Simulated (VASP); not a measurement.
# CdSe (F-43m) in VASP: a series of runs

The runs below take CdSe through single point, with PBE.

All numbers are computed with VASP 6.6.1; they aren't measurements. Logs are shortened: lines on timing, memory, paths and dates and some standing lists are left out, and cuts for length are marked.

## (1) The cell of the first run

The structure is cubic, space group F-43m (No. 216). Conventional cell: a = 5.884 Å, b = 5.884 Å, c = 5.884 Å, α = 90.00°, β = 90.00°, γ = 90.00°. Within 3.4 Å of Cd (site symmetry -43m) lie 4 Se at 2.55 Å. Within 3.4 Å of Se (site symmetry -43m) lie 4 Cd at 2.55 Å.

## (2) Single point, PBE

The input, INCAR:

```
  ALGO = Normal
  EDIFF = 1E-6
  ENCUT = 520
  GGA = PE
  ISIF = 2
  ISMEAR = -1
  LASPH = T
  LCHARG = F
  LREAL = F
  LWAVE = F
  NBANDS = 16
  NELM = 80
  PREC = Accurate
  SIGMA = 0.1
```

The input, KPOINTS:

```
k-points
0
Gamma
  6 6 6
```

The input, POSCAR:

```
CdSe
1.0
    0.0000000000      2.9421187190      2.9421187190
    2.9421187190      0.0000000000      2.9421187190
    2.9421187190      2.9421187190      0.0000000000
Cd Se
1 1
Direct
    0.0000000000      0.0000000000      0.0000000000
    0.7500000000      0.7500000000      0.7500000000
```

Potentials or basis: VASP PAW PBE potentials, release 64 (Cd, Se).

Launch:

```
$ cat potpaw_PBE.64/Cd/POTCAR potpaw_PBE.64/Se/POTCAR > POTCAR
$ mpirun -np 1 vasp_std > vasp.out
```

OUTCAR:

```text
EDIFF = 1E-6
   ENCUT = 520
   GGA = PE
   ISIF = 2
   ISMEAR = -1
   LASPH = T
   LREAL = F
   NELM = 80
   PREC = Accurate

 ion  position               nearest neighbor table
   1  0.000  0.000  0.000-   2 2.55   2 2.55   2 2.55   2 2.55
   2  0.750  0.750  0.750-   1 2.55   1 2.55   1 2.55   1 2.55

  LATTYP: Found a face centered cubic cell.
 ALAT       =     5.8842374380

  Lattice vectors:

 A1 = (   0.0000000000,   2.9421187190,   2.9421187190)
 A2 = (   2.9421187190,   0.0000000000,   2.9421187190)
 A3 = (   2.9421187190,   2.9421187190,   0.0000000000)

Analysis of symmetry for initial positions (statically):
=====================================================================
 Subroutine PRICEL returns:
 Original cell was already a primitive cell.

 Routine SETGRP: Setting up the symmetry group for a
 face centered cubic supercell.

 Subroutine GETGRP returns: Found 24 space group operations
 (whereof 24 operations were pure point group operations)
 out of a pool of 48 trial point group operations.

The static configuration has the point symmetry T_d .

Analysis of symmetry for dynamics (positions and initial velocities):
=====================================================================
 Subroutine PRICEL returns:
 Original cell was already a primitive cell.

 Routine SETGRP: Setting up the symmetry group for a
 face centered cubic supercell.

 Subroutine GETGRP returns: Found 24 space group operations
 (whereof 24 operations were pure point group operations)
 out of a pool of 48 trial point group operations.

The dynamic configuration has the point symmetry T_d .

 Subroutine INISYM returns: Found 24 space group operations
 (whereof 24 operations are pure point group operations),
 and found     1 'primitive' translations

----------------------------------------------------------------------------------------

                                     Primitive cell

  volume of cell :      50.9343

  direct lattice vectors                    reciprocal lattice vectors
     0.000000000  2.942118719  2.942118719    -0.169945555  0.169945555  0.169945555
     2.942118719  0.000000000  2.942118719     0.169945555 -0.169945555  0.169945555
     2.942118719  2.942118719  0.000000000     0.169945555  0.169945555 -0.169945555

  length of vectors
     4.160784195  4.160784195  4.160784195     0.294354337  0.294354337  0.294354337

  position of ions in fractional coordinates (direct lattice)
     0.000000000  0.000000000  0.000000000
     0.750000000  0.750000000  0.750000000

  ion indices of the primitive-cell ions
   primitive index   ion index
                 1           1
                 2           2

----------------------------------------------------------------------------------------

 KPOINTS: k-points

Automatic generation of k-mesh.
 Grid dimensions read from file:
 generate k-points for:    6    6    6

 Generating k-lattice:

  Cartesian coordinates                     Fractional coordinates (reciprocal lattice)
    -0.028324259  0.028324259  0.028324259     0.166666667  0.000000000  0.000000000
     0.028324259 -0.028324259  0.028324259     0.000000000  0.166666667  0.000000000
     0.028324259  0.028324259 -0.028324259     0.000000000  0.000000000  0.166666667

  Length of vectors
     0.049059056  0.049059056  0.049059056

  Shift w.r.t. Gamma in fractional coordinates (k-lattice)
     0.000000000  0.000000000  0.000000000

 Subroutine IBZKPT returns following result:
 ===========================================

 Found     16 irreducible k-points:

 Following reciprocal coordinates:
            Coordinates               Weight
  0.000000  0.000000  0.000000      1.000000
  0.166667  0.000000  0.000000      8.000000
  0.333333  0.000000  0.000000      8.000000
  0.500000  0.000000  0.000000      4.000000
  0.166667  0.166667  0.000000      6.000000
  0.333333  0.166667  0.000000     24.000000
[... 8 lines left out ...]
 -0.333333  0.333333  0.166667     24.000000
 -0.333333  0.500000  0.166667     12.000000
   k-points           NKPTS =     16   k-points in BZ     NKDIM =     16   number of bands    NBANDS=     16
   number of dos      NEDOS =    301   number of ions     NIONS =      2
   total plane-waves  NPLWV =  32768
   dimension x,y,z NGX =    32 NGY =   32 NGZ =   32
   dimension x,y,z NGXF=    64 NGYF=   64 NGZF=   64
   ions per type =               1   1
   NGX,Y,Z   is equivalent  to a cutoff of  12.79, 12.79, 12.79 a.u.
   NGXF,Y,Z  is equivalent  to a cutoff of  25.57, 25.57, 25.57 a.u.
 SYSTEM =  unknown system
   PREC   = accura    normal or accurate (medium, high low for compatibility)
   ISTART =      0    job   : 0-new  1-cont  2-samecut
   ICHARG =      2    charge: 1-file 2-atom 10-const
   ISPIN  =      1    spin polarized calculation?
   LNONCOLLINEAR =      F non collinear calculations
   LSORBIT =      F    spin-orbit coupling
   LASPH  =      T    aspherical Exc in radial PAW
   ENCUT  =  520.0 eV  38.22 Ry    6.18 a.u.   7.74  7.74  7.74*2*pi/ulx,y,z
   NELM   =     80;   NELMIN=  2; NELMDL= -5     # of ELM steps
   EDIFF  = 0.1E-05   stopping-criterion for ELM
   LREAL  =      F    real-space projection
   EDIFFG = 0.1E-04   stopping-criterion for IOM
   NSW    =      0    number of steps for IOM
   IBRION =     -1    ionic relax: 0-MD 1-quasi-New 2-CG
   NFREE  =      0    steps in history (QN), initial steepest desc. (CG)
   ISIF   =      2    stress and relaxation
   ISYM   =      2    0-nonsym 1-usesym 2-fastsym
   POTIM  = 0.5000    time-step for ionic-motion
   TEBEG  =    0.0;   TEEND  =   0.0 temperature during run
   PSTRESS=    0.0 pullay stress
   NELECT =      18.0000    total number of electrons
   NUPDOWN=      -1.0000    fix difference up-down
   EMIN   =  10.00;   EMAX   =-10.00  energy-range for DOS
   EFERMI =   0.00;   METHOD = LEGACY
   ISMEAR =    -1;   SIGMA  =   0.10  broadening in eV -4-tet -1-fermi 0-gaus
   EFERMI_NEDOS =   21; number of points for ismear=-14 and -15
   IALGO  =     38    algorithm
   IMIX   =      4    mixing-type and parameters
     AMIX     =   0.40;   BMIX     =  1.00
     AMIX_MAG =   1.60;   BMIX_MAG =  1.00
  volume/ion in A,a.u.               =      25.47       171.86
  Fermi-wavevector in a.u.,A,eV,Ry     =   1.157432  2.187229 18.227028  1.339649
  Thomas-Fermi vector in A             =   2.294043
   LORBIT       =      0    0 simple, 1 ext, 2 COOP (PROOUT), +10 PAW based schemes
   GGA     = PE    functional components
[... 5 lines left out ...]
 non-spin polarized calculation
  energy-cutoff  :      520.00
  volume of cell :       50.93
 maximum number of plane-waves:      1384
   NGX = 15   NGY = 15   NGZ = 15

 number of electron      18.0000005 magnetization

 Free energy of the ion-electron system (eV)
  ---------------------------------------------------
  ext. energy  EPLUGINS =         0.00000000
  ---------------------------------------------------
  free energy    TOTEN  =        -5.24653233 eV

  energy without entropy =       -5.24616416  energy(sigma->0) =       -5.24634825

 E-fermi :   2.2775     XC(G=0):  -9.3459

 val. band max:        1.7951148457   @ k =   0.0000   0.0000   0.0000
 cond. band min:       2.6067025811   @ k =   0.0000   0.0000   0.0000
 fundamental gap:      0.8115877354
 Fermi energy:         2.2774984635

 k-point     1 :       0.0000    0.0000    0.0000
  band No.  band energies     occupation
      1     -11.4155      2.00000
      2      -6.5420      2.00000
      3      -6.5420      2.00000
      4      -6.5420      2.00000
      5      -6.0488      2.00000
      6      -6.0488      2.00000
[... 8 lines left out ...]
     15      13.1148      0.00000
     16      13.1148      0.00000

 k-point     2 :       0.1667    0.0000    0.0000
  band No.  band energies     occupation
      1     -11.3005      2.00000
      2      -6.5045      2.00000
      3      -6.5045      2.00000
      4      -6.4452      2.00000
      5      -6.0504      2.00000
      6      -6.0504      2.00000
[... 8 lines left out ...]
     15      12.0354      0.00000
     16      12.5437      0.00000

 k-point     3 :       0.3333    0.0000    0.0000
  band No.  band energies     occupation
      1     -11.0660      2.00000
      2      -6.4422      2.00000
      3      -6.4422      2.00000
      4      -6.0746      2.00000
      5      -6.0360      2.00000
      6      -6.0360      2.00000
[... 8 lines left out ...]
     15      12.5436      0.00000
     16      12.5436      0.00000

 k-point     4 :       0.5000    0.0000    0.0000
  band No.  band energies     occupation
      1     -10.9476      2.00000
      2      -6.4201      2.00000
      3      -6.4201      2.00000
      4      -6.0172      2.00000
      5      -6.0172      2.00000
      6      -5.6705      2.00000
[... 8 lines left out ...]
     15      14.2677      0.00000
     16      14.2677      0.00000

 k-point     5 :       0.1667    0.1667    0.0000
  band No.  band energies     occupation
      1     -11.2625      2.00000
      2      -6.4666      2.00000
      3      -6.4661      2.00000
      4      -6.4661      2.00000
      5      -6.0729      2.00000
      6      -6.0293      2.00000
[... 8 lines left out ...]
     15      13.3385      0.00000
     16      14.0747      0.00000

 k-point     6 :       0.3333    0.1667    0.0000
  band No.  band energies     occupation
      1     -11.0684      2.00000
      2      -6.4263      2.00000
      3      -6.3924      2.00000
      4      -6.2358      2.00000
      5      -6.0290      2.00000
      6      -6.0122      2.00000
[... 8 lines left out ...]
     15      13.5209      0.00000
     16      13.9112      0.00000
[... 115 lines left out ...]
 k-point    13 :       0.5000    0.5000    0.0000
  band No.  band energies     occupation
      1     -10.8006      2.00000
      2      -6.3239      2.00000
      3      -6.1946      2.00000
      4      -6.1946      2.00000
      5      -5.9705      2.00000
      6      -5.5932      2.00000
[... 8 lines left out ...]
     15      14.3371      0.00000
     16      15.5343      0.00000

 k-point    14 :       0.5000    0.3333    0.1667
  band No.  band energies     occupation
      1     -10.9147      2.00000
      2      -6.3531      2.00000
      3      -6.3450      2.00000
      4      -6.1516      2.00000
      5      -6.0150      2.00000
      6      -5.7670      2.00000
[... 8 lines left out ...]
     15      14.4233      0.00000
     16      15.2830      0.00000

 k-point    15 :      -0.3333    0.3333    0.1667
  band No.  band energies     occupation
      1     -10.8388      2.00000
      2      -6.3476      2.00000
      3      -6.3069      2.00000
      4      -6.0936      2.00000
      5      -6.0375      2.00000
      6      -5.4913      2.00000
[... 8 lines left out ...]
     15      14.0633      0.00000
     16      15.2658      0.00000

 k-point    16 :      -0.3333    0.5000    0.1667
  band No.  band energies     occupation
      1     -10.8018      2.00000
      2      -6.3151      2.00000
      3      -6.2653      2.00000
      4      -6.1350      2.00000
      5      -6.0144      2.00000
      6      -5.4547      2.00000
[... 8 lines left out ...]
     15      15.0441      0.00000
     16      15.1688      0.00000

------------------------ aborting loop because EDIFF is reached ----------------------------------------

  FORCE on cell =-STRESS in cart. coord.  units (eV):
  Direction    XX          YY          ZZ          XY          YZ          ZX
  --------------------------------------------------------------------------------------
  -------------------------------------------------------------------------------------
  Total        3.3380558      3.3380558      3.3380558     -0.0000000      0.0000000     -0.0000000
  in kB      105.0010412    105.0010412    105.0010412     -0.0000000      0.0000000     -0.0000000
  external PRESSURE =     105.0010412 kB  Pullay stress =       0.0000000 kB

 VOLUME and BASIS-vectors are now :
 -----------------------------------------------------------------------------
  energy-cutoff  :      520.00
  volume of cell :       50.93
      direct lattice vectors                 reciprocal lattice vectors
     0.000000000  2.942118719  2.942118719    -0.169945555  0.169945555  0.169945555
     2.942118719  0.000000000  2.942118719     0.169945555 -0.169945555  0.169945555
     2.942118719  2.942118719  0.000000000     0.169945555  0.169945555 -0.169945555

 POSITION                                       TOTAL-FORCE (eV/Angst)
 -----------------------------------------------------------------------------------
      0.00000      0.00000      0.00000         0.000000      0.000000     -0.000000
      4.41318      4.41318      4.41318        -0.000000     -0.000000      0.000000
 -----------------------------------------------------------------------------------
    total drift:                                0.000000      0.000000      0.000000

  FREE ENERGIE OF THE ION-ELECTRON SYSTEM (eV)
  ---------------------------------------------------
  free  energy   TOTEN  =        -5.2465323294 eV

  energy  without entropy=       -5.2461641615  energy(sigma->0) =       -5.24634825
```

Wall time 5 s (1 thread of Intel Xeon 6975P-C (Granite Rapids), shared host); peak memory 0.17 GiB.

Results:

```
Free energy            : -5.2465 eV
Pressure               : 10.5 GPa
Band gap on the k mesh : 0.81 eV, direct
```

(Continued in part 2 of 2.)
